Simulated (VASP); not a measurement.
Write the native input for VASP 6.6.1 that does the following.

```yaml
Task: single point
Functional: PBEsol
Potentials_or_basis: VASP PAW PBE potentials, release 64 (Ti_sv)
Cutoff: 520 eV
k_mesh: 7 × 7 × 10
Occupations: methfessel-paxton, width 0.05 eV
Spin: no spin polarisation
Dipole_correction: no
Further_INCAR_settings: ALGO = Normal; EDIFF = 1e-06; NBANDS = 25
```

The structure of Ti lies in POSCAR:

```
Ti
1.0
    4.6000000000      0.0000000000      0.0000000000
   -2.3000000000      3.9837200000      0.0000000000
    0.0000000000      0.0000000000      2.8200000000
Ti
3
Direct
    0.0000000000      0.0000000000      0.0000000000
    0.3333333333      0.6666666667      0.5000000000
    0.6666666667      0.3333333333      0.5000000000
```

This isn't the form of Ti at room conditions, which is hcp.

One way to write it, as run:

INCAR

```
SYSTEM = Ti
ALGO     = Normal         ! electronic algorithm
EDIFF    = 1E-6           ! SCF threshold, eV
ENCUT    = 520            ! plane-wave cutoff, eV
GGA      = PS             ! functional
ISIF     = 2              ! what is computed and relaxed
ISMEAR   = 1              ! smearing method
LASPH    = .TRUE.         ! aspherical terms in the spheres
LCHARG   = .FALSE.        ! write CHGCAR
LREAL    = .FALSE.        ! projectors in reciprocal space
LWAVE    = .FALSE.        ! write WAVECAR
NBANDS   = 25             ! bands
NELM     = 100            ! most SCF steps
PREC     = Accurate       ! precision mode
SIGMA    = 0.05           ! smearing width, eV
```

KPOINTS

```
k-points
0
G
  7 7 10
  0 0 0
```

Potentials or basis: VASP PAW PBE potentials, release 64 (Ti_sv).

Run with:

```console
$ cat potpaw_PBE.64/Ti_sv/POTCAR > POTCAR
$ mpirun -np 1 vasp_std > vasp.out
```

Results of the run:

The pressure is -5.1 GPa. The band gap on the k mesh is zero (bands 18 and 19 overlap by 0.23 eV).

Caveat: the cell stands under tension; the PAW data sets were made with another functional, which shifts forces and pressure a little.

It took 100 s on 1 thread of AMD EPYC 7R13 (shared host), peak memory 0.17 GiB.
